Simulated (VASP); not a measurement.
# Ru (P6_3/mmc) in VASP: further runs, part 2 of 2

VASP 6.6.1.

### 4 Relaxation of shape and atoms at fixed volume, PBEsol (12.52 Å³/atom)

Contents of INCAR:

```
PREC     = Accurate       # precision mode
ENCUT    = 600            # plane-wave cutoff, eV
EDIFF    = 1E-6           # SCF threshold, eV
ISMEAR   = 0              # smearing method
SIGMA    = 0.1            # smearing width, eV
LREAL    = F              # projectors in reciprocal space
LASPH    = T              # aspherical terms in the spheres
NELM     = 60             # most SCF steps
ALGO     = Fast           # electronic algorithm
ISIF     = 4              # what is computed and relaxed
LWAVE    = F              # write WAVECAR
LCHARG   = F              # write CHGCAR
GGA      = PS             # functional
IBRION   = 2              # ionic algorithm
NSW      = 50             # ionic steps
EDIFFG   = -0.01          # ionic threshold
```

Contents of KPOINTS:

```
Automatic mesh
0
Gamma
  18 18 10
```

Contents of POSCAR:

```
Ru
1.0
    2.6334499579      0.0000000000      0.0000000000
   -1.3167249790      2.2806345632      0.0000000000
    0.0000000000      0.0000000000      4.1688257578
Ru
2
Direct
    0.3333333333      0.6666666667      0.2500000000
    0.6666666667      0.3333333333      0.7500000000
```

Potentials or basis: VASP PAW PBE potentials, release 64 (Ru_pv).

The run is started by

```bash
$ cat potpaw_PBE.64/Ru_pv/POTCAR > POTCAR
$ mpirun -np 1 vasp_std > vasp.out
```

OUTCAR:

```text
PREC = Accurate
   ENCUT = 600
   EDIFF = 1E-6
   ISMEAR = 0
   LREAL = F
   LASPH = T
   NELM = 60
   ISIF = 4
   GGA = PS
   IBRION = 2
   NSW = 50
   EDIFFG = -0.01

 ion  position               nearest neighbor table
   1  0.333  0.667  0.250-   2 2.58   2 2.58   2 2.58   2 2.58   2 2.58   2 2.58
   2  0.667  0.333  0.750-   1 2.58   1 2.58   1 2.58   1 2.58   1 2.58   1 2.58

  LATTYP: Found a hexagonal cell.
 ALAT       =     2.6334499579
 C/A-ratio  =     1.5830282802

  Lattice vectors:

 A1 = (   2.6334499579,   0.0000000000,   0.0000000000)
 A2 = (  -1.3167249790,   2.2806345632,   0.0000000000)
 A3 = (   0.0000000000,   0.0000000000,   4.1688257578)

Analysis of symmetry for initial positions (statically):
=====================================================================
 Subroutine PRICEL returns:
 Original cell was already a primitive cell.

 Routine SETGRP: Setting up the symmetry group for a
 hexagonal supercell.

 Subroutine GETGRP returns: Found 24 space group operations
[... 175 lines left out ...]
  Direction    XX          YY          ZZ          XY          YZ          ZX
  --------------------------------------------------------------------------------------
  -------------------------------------------------------------------------------------
  Total        3.8613153      3.8613153      3.9815969     -0.0000000      0.0000000     -0.0000000
  in kB      247.0878182    247.0878182    254.7847057     -0.0000000      0.0000000     -0.0000000
  external PRESSURE =     249.6534474 kB  Pullay stress =       0.0000000 kB
[... 59 lines left out ...]
--------------------------------------- Ionic step        3  -------------------------------------------

 number of electron      28.0000004 magnetization

 Free energy of the ion-electron system (eV)
  ---------------------------------------------------
  ext. energy  EPLUGINS =         0.00000000
  ---------------------------------------------------
  free energy    TOTEN  =       -20.22695603 eV

  energy without entropy =      -20.21895354  energy(sigma->0) =      -20.22295479

 E-fermi :  14.2330     XC(G=0): -14.7884

 val. band max:       14.2286770349   @ k =   0.1667  -0.0000   0.4000
 cond. band min:      14.2349373280   @ k =   0.1667   0.1111   0.3000
 fundamental gap:      0.0062602931
 Fermi energy:        14.2329744087

 k-point     1 :       0.0000    0.0000    0.0000
  band No.  band energies     occupation
      1     -29.7012      2.00000
      2     -28.4772      2.00000
      3     -28.4772      2.00000
      4     -28.2600      2.00000
      5     -28.2600      2.00000
      6     -28.2090      2.00000
[... 481 lines left out ...]
      5     -28.5848      2.00000
      6     -28.4882      2.00000
[... 10 lines left out ...]
     17      18.4533      0.00000
     18      22.3509      0.00000

 [... further k-points ...]

------------------------ aborting loop because EDIFF is reached ----------------------------------------

  FORCE on cell =-STRESS in cart. coord.  units (eV):
  Direction    XX          YY          ZZ          XY          YZ          ZX
  --------------------------------------------------------------------------------------
  -------------------------------------------------------------------------------------
  Total        3.8981101      3.8981101      3.8931662     -0.0000000      0.0000000      0.0000000
  in kB      249.4423381    249.4423381    249.1259738     -0.0000000      0.0000000      0.0000000
  external PRESSURE =     249.3368833 kB  Pullay stress =       0.0000000 kB
[... 17 lines left out ...]
  FREE ENERGIE OF THE ION-ELECTRON SYSTEM (eV)
  ---------------------------------------------------
  free  energy   TOTEN  =       -20.2269560339 eV

  energy  without entropy=      -20.2189535434  energy(sigma->0) =      -20.22295479

 reached required accuracy - stopping structural energy minimisation
```

CONTCAR:

```text
Ru
   1.00000000000000
     2.6321970513958446   -0.0000000000026466   -0.0000000000000000
    -1.3160985257501907    2.2795495143459537    0.0000000000000000
     0.0000000000000000    0.0000000000000000    4.1727953633279204
  Ru
     2
Direct
     0.3333333332999970    0.6666666667000030    0.2500000000000000
     0.6666666667000030    0.3333333332999970    0.7500000000000000

  0.00000000E+00  0.00000000E+00  0.00000000E+00
  0.00000000E+00  0.00000000E+00  0.00000000E+00
```

It took 2.7 min on 1 thread of Intel Xeon Platinum 8488C (Sapphire Rapids), shared host; peak memory 0.23 GiB.

What came out:

* Free energy: -20.2270 eV
* Energy gained by relaxing: 0.0 meV/atom
* Ionic steps: 3
* Pressure after relaxing: 24.9 GPa
* Band gap on the k mesh: zero (bands 14 and 15 overlap by 3.55 eV)

Final structure:
```
Ru
1.0
     2.63220    0.00000    0.00000
    -1.31610    2.27955    0.00000
     0.00000    0.00000    4.17280
Ru
2
Direct
  0.33333 0.66667 0.25000
  0.66667 0.33333 0.75000
```

Levels at points of the mesh, in eV from the Fermi level:
```csv
k point,band 11,band 12,band 13,band 14,band 15,band 16,band 17,band 18
"(0.00, 0.00, 0.00)",-2.75,-2.16,-2.16,-1.54,-1.54,1.34,1.35,1.35
"(0.50, 0.00, 0.00)",-2.32,-1.94,-1.70,1.68,2.15,2.22,4.55,6.74
"(0.00, 0.00, 0.50)",-3.12,-3.12,-3.00,-3.00,0.65,0.65,0.65,0.65
"(0.50, 0.00, 0.50)",-1.19,-1.19,0.50,0.50,1.96,1.96,3.73,3.73
```

Caveat: the PAW data sets were made with another functional, which shifts forces and pressure a little.

### 5 Relaxation of shape and atoms at fixed volume, PBEsol (12.92 Å³/atom)

This run uses another cell than the first one, of 12.92 Å³/atom.

Contents of INCAR:

```
ALGO = Fast
EDIFF = 1E-6
EDIFFG = -0.01
ENCUT = 600
GGA = PS
IBRION = 2
ISIF = 4
ISMEAR = 0
LASPH = True
LCHARG = False
LREAL = False
LWAVE = False
NELM = 60
NSW = 50
PREC = Accurate
SIGMA = 0.1
```

Contents of KPOINTS:

```
k-points
0
Gamma
  18 18 10
```

Contents of POSCAR:

```
Ru
1.0
    2.6623552413      0.0000000000      0.0000000000
   -1.3311776207      2.3056672729      0.0000000000
    0.0000000000      0.0000000000      4.2089692948
Ru
2
Direct
    0.3333333333      0.6666666667      0.2500000000
    0.6666666667      0.3333333333      0.7500000000
```

Potentials or basis: VASP PAW PBE potentials, release 64 (Ru_pv).

The run is started by

```bash
$ cat potpaw_PBE.64/Ru_pv/POTCAR > POTCAR
$ mpirun -np 1 vasp_std > vasp.out
```

OUTCAR:

```text
EDIFF = 1E-6
   EDIFFG = -0.01
   ENCUT = 600
   GGA = PS
   IBRION = 2
   ISIF = 4
   ISMEAR = 0
   LASPH = True
   LREAL = False
   NELM = 60
   NSW = 50
   PREC = Accurate

 ion  position               nearest neighbor table
   1  0.333  0.667  0.250-   2 2.61   2 2.61   2 2.61   2 2.61   2 2.61   2 2.61
   2  0.667  0.333  0.750-   1 2.61   1 2.61   1 2.61   1 2.61   1 2.61   1 2.61

  LATTYP: Found a hexagonal cell.
 ALAT       =     2.6623552413
 C/A-ratio  =     1.5809194917

  Lattice vectors:

 A1 = (   2.6623552413,   0.0000000000,   0.0000000000)
 A2 = (  -1.3311776207,   2.3056672729,   0.0000000000)
 A3 = (   0.0000000000,   0.0000000000,   4.2089692948)

Analysis of symmetry for initial positions (statically):
=====================================================================
 Subroutine PRICEL returns:
 Original cell was already a primitive cell.

 Routine SETGRP: Setting up the symmetry group for a
 hexagonal supercell.

 Subroutine GETGRP returns: Found 24 space group operations
 (whereof 12 operations were pure point group operations)
 out of a pool of 24 trial point group operations.

The static configuration has the point symmetry D_3d.
 The point group associated with its full space group is D_6h.

Analysis of symmetry for dynamics (positions and initial velocities):
=====================================================================
 Subroutine PRICEL returns:
 Original cell was already a primitive cell.

 Routine SETGRP: Setting up the symmetry group for a
 hexagonal supercell.

 Subroutine GETGRP returns: Found 24 space group operations
 (whereof 12 operations were pure point group operations)
 out of a pool of 24 trial point group operations.

The dynamic configuration has the point symmetry D_3d.
 The point group associated with its full space group is D_6h.

 Subroutine INISYM returns: Found 24 space group operations
 (whereof 12 operations are pure point group operations),
 and found     1 'primitive' translations

----------------------------------------------------------------------------------------

                                     Primitive cell

  volume of cell :      25.8368

  direct lattice vectors                    reciprocal lattice vectors
     2.662355241  0.000000000  0.000000000     0.375607276  0.216856962  0.000000000
    -1.331177621  2.305667273  0.000000000     0.000000000  0.433713924  0.000000000
     0.000000000  0.000000000  4.208969295     0.000000000  0.000000000  0.237587858

  length of vectors
     2.662355241  2.662355241  4.208969295     0.433713924  0.433713924  0.237587858

  position of ions in fractional coordinates (direct lattice)
     0.333333333  0.666666667  0.250000000
     0.666666667  0.333333333  0.750000000

  ion indices of the primitive-cell ions
   primitive index   ion index
                 1           1
                 2           2

----------------------------------------------------------------------------------------

 KPOINTS: k-points
[... 47 lines left out ...]
  0.333333  0.111111  0.000000     12.000000
  0.388889  0.111111  0.000000     12.000000
 [... further k-points ...]
   k-points           NKPTS =    222   k-points in BZ     NKDIM =    222   number of bands    NBANDS=     18
   number of dos      NEDOS =    301   number of ions     NIONS =      2
   total plane-waves  NPLWV =  20736
   dimension x,y,z NGX =    24 NGY =   24 NGZ =   36
   dimension x,y,z NGXF=    48 NGYF=   48 NGZF=   72
   ions per type =               2
   NGX,Y,Z   is equivalent  to a cutoff of  14.99, 14.99, 14.22 a.u.
   NGXF,Y,Z  is equivalent  to a cutoff of  29.97, 29.97, 28.44 a.u.
 SYSTEM =  unknown system
   PREC   = accura    normal or accurate (medium, high low for compatibility)
   ISTART =      0    job   : 0-new  1-cont  2-samecut
   ICHARG =      2    charge: 1-file 2-atom 10-const
   ISPIN  =      1    spin polarized calculation?
   LNONCOLLINEAR =      F non collinear calculations
   LSORBIT =      F    spin-orbit coupling
   LASPH  =      T    aspherical Exc in radial PAW
   ENCUT  =  600.0 eV  44.10 Ry    6.64 a.u.   5.32  5.32  8.41*2*pi/ulx,y,z
   NELM   =     60;   NELMIN=  2; NELMDL= -5     # of ELM steps
   EDIFF  = 0.1E-05   stopping-criterion for ELM
   LREAL  =      F    real-space projection
   EDIFFG = -.1E-01   stopping-criterion for IOM
   NSW    =     50    number of steps for IOM
   IBRION =      2    ionic relax: 0-MD 1-quasi-New 2-CG
   NFREE  =      1    steps in history (QN), initial steepest desc. (CG)
   ISIF   =      4    stress and relaxation
   ISYM   =      2    0-nonsym 1-usesym 2-fastsym
   POTIM  = 0.5000    time-step for ionic-motion
   TEBEG  =    0.0;   TEEND  =   0.0 temperature during run
   PSTRESS=    0.0 pullay stress
   NELECT =      28.0000    total number of electrons
   NUPDOWN=      -1.0000    fix difference up-down
   EMIN   =  10.00;   EMAX   =-10.00  energy-range for DOS
   EFERMI =   0.00;   METHOD = LEGACY
   ISMEAR =     0;   SIGMA  =   0.10  broadening in eV -4-tet -1-fermi 0-gaus
   EFERMI_NEDOS =   21; number of points for ismear=-14 and -15
   IALGO  =     68    algorithm
   IMIX   =      4    mixing-type and parameters
     AMIX     =   0.40;   BMIX     =  1.00
     AMIX_MAG =   1.60;   BMIX_MAG =  1.00
  volume/ion in A,a.u.               =      12.92        87.18
  Fermi-wavevector in a.u.,A,eV,Ry     =   1.681569  3.177705 38.472848  2.827675
  Thomas-Fermi vector in A             =   2.765103
   LORBIT       =      0    0 simple, 1 ext, 2 COOP (PROOUT), +10 PAW based schemes
   GGA     = PS    functional components
   LHFCALC =     F    Hartree Fock is set to
   AEXX    =    0.0000 exact exchange contribution
   IVDW    =     0    specifies the selected vdW correction
   LEPSILON=     F    determine dielectric tensor
   LRPA    =     F    only Hartree local field effects (RPA)
 conjugate gradient relaxation of ions
 non-spin polarized calculation
 RMM-DIIS sequential band-by-band and
 Gauss-broadening in eV      SIGMA  =   0.10
  energy-cutoff  :      600.00
  volume of cell :       25.84
 maximum number of plane-waves:       880
 NGX is ok and might be reduce to    24
   NGX = 11   NGY = 11   NGZ = 17

--------------------------------------- Ionic step        1  -------------------------------------------

 number of electron      27.9999993 magnetization

 Free energy of the ion-electron system (eV)
  ---------------------------------------------------
  ext. energy  EPLUGINS =         0.00000000
  ---------------------------------------------------
  free energy    TOTEN  =       -20.31735995 eV

  energy without entropy =      -20.30888116  energy(sigma->0) =      -20.31312055

------------------------ aborting loop because EDIFF is reached ----------------------------------------

  FORCE on cell =-STRESS in cart. coord.  units (eV):
  Direction    XX          YY          ZZ          XY          YZ          ZX
  --------------------------------------------------------------------------------------
  -------------------------------------------------------------------------------------
  Total        1.7868158      1.7868158      1.9041378     -0.0000000      0.0000000      0.0000000
  in kB      110.8031136    110.8031136    118.0784247     -0.0000000      0.0000000      0.0000000
  external PRESSURE =     113.2282173 kB  Pullay stress =       0.0000000 kB
[... 59 lines left out ...]
--------------------------------------- Ionic step        3  -------------------------------------------

 number of electron      27.9999993 magnetization

 Free energy of the ion-electron system (eV)
  ---------------------------------------------------
  ext. energy  EPLUGINS =         0.00000000
  ---------------------------------------------------
  free energy    TOTEN  =       -20.31741400 eV

  energy without entropy =      -20.30898547  energy(sigma->0) =      -20.31319973

 E-fermi :  13.6227     XC(G=0): -14.5902

 val. band max:       13.6193388290   @ k =   0.1667   0.0000   0.4000
 cond. band min:      13.6239302552   @ k =   0.1667   0.1111   0.3000
 fundamental gap:      0.0045914262
 Fermi energy:        13.6227027891

 k-point     1 :       0.0000    0.0000    0.0000
  band No.  band energies     occupation
      1     -30.1729      2.00000
      2     -29.0665      2.00000
      3     -29.0665      2.00000
      4     -28.8678      2.00000
      5     -28.8678      2.00000
      6     -28.8209      2.00000
[... 481 lines left out ...]
      5     -29.1626      2.00000
      6     -29.0728      2.00000
[... 10 lines left out ...]
     17      17.6511      0.00000
     18      21.4429      0.00000

 [... further k-points ...]

------------------------ aborting loop because EDIFF is reached ----------------------------------------

  FORCE on cell =-STRESS in cart. coord.  units (eV):
  Direction    XX          YY          ZZ          XY          YZ          ZX
  --------------------------------------------------------------------------------------
  -------------------------------------------------------------------------------------
  Total        1.8325941      1.8325941      1.8219914     -0.0000000     -0.0000000      0.0000000
  in kB      113.6418963    113.6418963    112.9844072     -0.0000000     -0.0000000      0.0000000
  external PRESSURE =     113.4227333 kB  Pullay stress =       0.0000000 kB
[... 17 lines left out ...]
  FREE ENERGIE OF THE ION-ELECTRON SYSTEM (eV)
  ---------------------------------------------------
  free  energy   TOTEN  =       -20.3174140030 eV

  energy  without entropy=      -20.3089854666  energy(sigma->0) =      -20.31319973

 reached required accuracy - stopping structural energy minimisation
```

Run time: 2.3 min. Hardware: 1 thread of Intel Xeon Platinum 8488C (Sapphire Rapids), shared host; peak memory 0.23 GiB.

Results:

```yaml
Free_energy: -20.3174 eV
Energy_gained_by_relaxing: 0.0 meV/atom
Ionic_steps: 3
Pressure_after_relaxing: 11.3 GPa
Band_gap_on_the_k_mesh: zero (bands 14 and 15 overlap by 3.38 eV)
```

Final structure:
```
CELL_PARAMETERS angstrom
2.66103 0.00000 0.00000
-1.33051 2.30452 0.00000
0.00000 0.00000 4.21316
ATOMIC_POSITIONS crystal
Ru 0.33333 0.66667 0.25000
Ru 0.66667 0.33333 0.75000
```

Caveat: the PAW data sets were made with another functional, which shifts forces and pressure a little.

### 6 Summary

| task | cell | cutoff (eV) | gap on the mesh (eV) | pressure (GPa) |
| --- | --- | --- | --- | --- |
| single point | a = 2.632, b = 2.632, c = 4.172 Å, angles 90.0, 90.0, 120.0°, 2 atoms | 520 | none | 25.0 |
| single point | a = 2.661, b = 2.661, c = 4.213 Å, angles 90.0, 90.0, 120.0°, 2 atoms | 520 | none | 11.4 |
| relaxation of shape and atoms at fixed volume | relaxed from a = 2.633, b = 2.633, c = 4.169 Å, angles 90.0, 90.0, 120.0°, 2 atoms | 600 | none | 24.9 |
| relaxation of shape and atoms at fixed volume | relaxed from a = 2.662, b = 2.662, c = 4.209 Å, angles 90.0, 90.0, 120.0°, 2 atoms | 600 | none | 11.3 |

Alike in all rows: level PBEsol; potentials or basis VASP PAW PBE potentials, release 64 (Ru_pv); no spin polarisation; k mesh 18 × 18 × 10; smearing gaussian 0.1 eV.

Caveats: the PAW data sets were made with another functional, which shifts forces and pressure a little; the cell stands under pressure (at least some runs).

Absolute energies hang on the potentials; compare differences alone.
